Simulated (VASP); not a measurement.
Write the native input for VASP 6.6.1 that does the following.

```yaml
Task: single point
Functional: PBE
Potentials_or_basis: VASP PAW PBE potentials, release 64 (Ba_sv, O, Ca_sv)
Cutoff: 520 eV
k_mesh: 1 × 1 × 1
Occupations: fermi-dirac, width 0.05 eV
Spin: no spin polarisation
Dipole_correction: no
Further_INCAR_settings: ALGO = Normal; EDIFF = 1e-06; NBANDS = 69; ISYM = 0
```

The structure of Ba3Ca4O7 lies in POSCAR:

```
Ba3Ca4O7
1.0
    6.1422690000      0.0463550000      0.2046950000
    0.0463550000      6.1618090000      0.0560510000
    0.2046950000      0.0560510000      6.1205050000
Ba O Ca
3 7 4
Direct
    0.8705202195      0.9227271257      0.8150742603
    0.2081643827      0.3763375394      0.6647071927
    0.2111567692      0.8561089389      0.3354277961
    0.1439099894      0.1437423591      0.9818752606
    0.9070027527      0.6392944026      0.4684463097
    0.6175969731      0.6577737888      0.0972478756
   -0.0166043394      0.1642058155      0.4355287554
    0.4623839024      0.9974520624      0.5648980177
    0.6169117010      0.1406561274      0.0556255314
    0.1569213043      0.6167713198     -0.0310281024
    0.3739192974      0.3902871656      0.1490428655
    0.8972141888      0.3906873585      0.1712146832
    0.7286006714      0.9190707279      0.3300821178
    0.4008786318      0.8810893684      0.8891165367
```

One way to write it, as run:

INCAR

```
PREC = Accurate
ENCUT = 520
EDIFF = 1E-6
ISMEAR = -1
SIGMA = 0.05
LREAL = F
LASPH = T
NELM = 80
ALGO = Normal
ISIF = 2
LWAVE = F
LCHARG = T
GGA = PE
LELF = T
LVHAR = T
NBANDS = 69
ISYM = 0
```

KPOINTS

```
regular mesh
0
Gamma
  1 1 1
```

Potentials or basis: VASP PAW PBE potentials, release 64 (Ba_sv, O, Ca_sv).

Launch:

```console
$ cat potpaw_PBE.64/Ba_sv/POTCAR potpaw_PBE.64/O/POTCAR potpaw_PBE.64/Ca_sv/POTCAR > POTCAR
$ mpirun -np 1 vasp_gam > vasp.out
```

It gave:

The pressure is 16.1 GPa and the largest force is 1.700 eV/Å. The band gap on the k mesh is 2.84 eV.

Caveat: the k points lie up to 1.03 Å⁻¹ apart; spin-orbit coupling is left out, which moves the levels of the heavy elements.

Run time: 66 s on 1 thread of Intel Xeon 8259CL, on a shared host, peak memory 0.31 GiB.
